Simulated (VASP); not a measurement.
A run of VASP 6.6.1 is set up as follows.

INCAR

```
SYSTEM = Br
  ALGO = Fast
  EDIFF = 1E-6
  ENCUT = 520
  GGA = PE
  ISIF = 2
  ISMEAR = 0
  IVDW = 12
  LASPH = .True.
  LCHARG = .False.
  LREAL = .False.
  LWAVE = .False.
  NBANDS = 10
  NELM = 60
  PREC = Accurate
  SIGMA = 0.15
```

The input KPOINTS:

```
k-points
0
Gamma
  22 22 22
  0 0 0
```

The input POSCAR:

```
Br
1.0
   -1.4927500000      1.4927500000      3.3826500000
    1.4927500000     -1.4927500000      3.3826500000
    1.4927500000      1.4927500000     -3.3826500000
Br
1
Direct
    0.0000000000      0.0000000000      0.0000000000
```

Potentials or basis: VASP PAW PBE potentials, release 64 (Br).

Command:

```sh
$ cat potpaw_PBE.64/Br/POTCAR > POTCAR
$ mpirun -np 1 vasp_std > vasp.out
```

Problem. Estimate the pressure.

Solution. -3.5 GPa.

Problem. Predict the dispersion energy per atom.

Solution. -0.242 eV.

Problem. What does it give for the band gap on the k mesh?

Solution. Zero (an odd number of electrons rules out a gap without spin polarisation).

Stress tensor (GPa, compression positive):
```
-5.81  0.00  0.00
 0.00 -5.81  0.00
 0.00  0.00  0.99
```

Caveat: the stress differs along the axes, from -6 to 1 GPa; an odd number of electrons without spin polarisation forces a metal; a magnetic or distorted state may lie lower.
